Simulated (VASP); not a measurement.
The system is NaCl.

```
CELL_PARAMETERS angstrom
2.86000 0.00000 0.00000
0.00000 2.86000 0.00000
0.00000 0.00000 2.86000
ATOMIC_POSITIONS crystal
Na 0.00000 0.00000 0.00000
Cl 0.50000 0.50000 0.50000
```

Base run:

- Program: VASP 6.6.1
- Functional: PBE
- Potentials or basis: VASP PAW PBE potentials, release 64 (Na_pv, Cl)
- Cutoff: 400 eV
- k mesh: 8 × 8 × 8
- Occupations: fermi-dirac, width 0.02 eV
- Spin: no spin polarisation

Its results: band gap on the k mesh 4.42 eV; pressure 64.9 GPa.

The run is repeated on the same cell with these changes: functional from PBE to r2SCAN; cutoff from 400 eV to 440 eV. What comes out?

Band gap on the k mesh 5.08 eV; pressure 62.8 GPa.

Caveats: the cell stands under pressure; the PAW data sets were made with another functional, which shifts forces and pressure a little (at least some runs).

A k mesh can miss the band edges.
